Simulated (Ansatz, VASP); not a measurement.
## CsPbCl3: VASP beside Ansatz

File POSCAR:

```
CsPbCl3
1.0
    5.5562375800      0.0000000000      0.0000000000
    0.0000000000      5.5562375800      0.0000000000
    0.0000000000      0.0000000000      5.5562375800
Cs Pb Cl
1 1 3
Direct
    0.0000000000      0.0000000000      0.0000000000
    0.5000000000      0.5000000000      0.5000000000
    0.5000000000      0.5000000000      0.0000000000
    0.0000000000      0.5000000000      0.5000000000
    0.5000000000      0.0000000000      0.5000000000
```

The input INCAR.step1:

```
SYSTEM = CsPbCl3
PREC = Accurate
ENCUT = 520
ISMEAR = -1
SIGMA = 0.02
LREAL = .FALSE.
LASPH = .TRUE.
NELM = 80
GGA = PE
ALGO = Normal
EDIFF = 1E-4
LWAVE = .TRUE.
LCHARG = .FALSE.
KPAR = 4
```

Contents of INCAR.step2:

```
SYSTEM = CsPbCl3
PREC = Accurate
ENCUT = 520
EDIFF = 1E-6
ISMEAR = -1
SIGMA = 0.02
LREAL = .FALSE.
LASPH = .TRUE.
NELM = 80
ALGO = Normal
ISIF = 2
LWAVE = .FALSE.
LCHARG = .FALSE.
METAGGA = R2SCAN
LMIXTAU = .TRUE.
IBRION = 2
NSW = 50
EDIFFG = -0.01
ISTART = 1
KPAR = 4
```

Contents of KPOINTS:

```
Automatic mesh
0
G
  6 6 6
  0 0 0
```

Input for Ansatz:

```yaml
crystal:
  lattice:
    - [5.55623758, 0.0, 0.0]
    - [0.0, 5.55623758, 0.0]
    - [0.0, 0.0, 5.55623758]
  atoms:
    - { symbol: Cs, position: [0.0, 0.0, 0.0] }
    - { symbol: Pb, position: [0.5, 0.5, 0.5] }
    - { symbol: Cl, position: [0.5, 0.5, 0.0] }
    - { symbol: Cl, position: [0.0, 0.5, 0.5] }
    - { symbol: Cl, position: [0.5, 0.0, 0.5] }
  symmetry: { tolerance: 0.0003 }
hamiltonian:
  xc: r2scan
  pseudopotentials: { kind: paw, azcp: { folder: soft_1 } }
basis:
  ecutwfc: 500
magnetization:
  spin_polarized: false
scf:
  occupations: { method: fermi_dirac, width: 0.02 }
kpoints:
  mp_grid: { grid: [6, 6, 6], shift: [0, 0, 0] }
  band_path:
    path:
      - [0.0, 0.0, 0.0]
      - [0.0, 0.5, 0.0]
      - [0.5, 0.5, 0.0]
      - [0.0, 0.0, 0.0]
      - [0.5, 0.5, 0.5]
      - [0.0, 0.5, 0.0]
      - [0.5, 0.5, 0.5]
      - [0.5, 0.5, 0.0]
    npoints: 10
output:
  forces: true
  stress: true
  eigenvalues: true
  write_potential: true
  elf: true
  volumetric_format: npy
  dos: { e_range: [-12, 8], de: 0.05 }
relax:
  max_steps: 30
```

Alike in both runs: task relaxation of the atoms; functional r2SCAN; k mesh 6 × 6 × 6; occupations fermi-dirac, width 0.02 eV; no spin polarisation.

```csv
,VASP,Ansatz
version,VASP 6.6.1,Ansatz 0.2.0
potentials or method,"VASP PAW PBE potentials, release 64 (Cs_sv, Pb_d, Cl), cutoff 520 eV",PAW plane waves
valence electrons in the cell,44,44
```

|  | VASP | Ansatz | Ansatz less VASP |
| --- | --- | --- | --- |
| gap on the k mesh at the Fermi level, each at its own relaxed structure (eV) | 2.18 | 2.17 | -0.004 |

VASP's potentials were made for PBE, not for r2SCAN. Ansatz's warnings: stress scf threshold loose.

Spin-orbit coupling is off throughout. Noted on VASP's run: the relaxation stopped at its first step, so nothing moved.
